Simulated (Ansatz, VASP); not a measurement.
# Two plane-wave programs on HRh6

```
Rh H
1.0
     5.41634    0.00000    0.00000
     0.00000    5.41634    0.00000
     0.00000    0.00000   21.67374
Rh H
12 2
Direct
  0.25000 0.25000 0.18456
  0.25000 0.75000 0.18456
  0.75000 0.25000 0.18456
  0.75000 0.75000 0.18456
  0.00000 0.00000 0.26938
  0.00000 0.50000 0.26938
  0.50000 0.00000 0.26938
  0.50000 0.50000 0.26938
  0.25000 0.25000 0.35406
  0.25000 0.75000 0.35406
  0.75000 0.25000 0.35406
  0.75000 0.75000 0.35406
  0.32931 0.50000 0.43388
  0.67069 0.50000 0.43388
```

Alike in both runs: task single point; functional PBE; k mesh 5 × 5 × 1; occupations gaussian, width 0.1 eV; no spin polarisation.

|  | VASP | Ansatz |
| --- | --- | --- |
| version | VASP 6.6.1 | Ansatz 0.2.0 |
| potentials or method | VASP PAW PBE potentials, release 64 (Rh_pv, H), cutoff 520 eV | scalar-relativistic, plane waves, PAW |
| valence electrons in the cell | 182 | 206 |

|  | VASP | Ansatz | Ansatz less VASP |
| --- | --- | --- | --- |
| gap on the k mesh at the Fermi level (eV) | none | none | - |
| rms of the force components (eV/Å) | 0.534 | 0.534 | -0.0001 |
| work function, face that differs most (eV) | 4.92 | 4.92 | 0.000 |

Atom by atom the forces differ by 0.002 eV/Å (rms over components). A gap of «none» marks a metal or a gap that the smearing closes. With one functional, cell and mesh, what is left measures potentials, basis and numerics. VASP's potentials hold 182 valence electrons a cell and Ansatz's 206, so a difference there can come from the potentials and not from the codes.
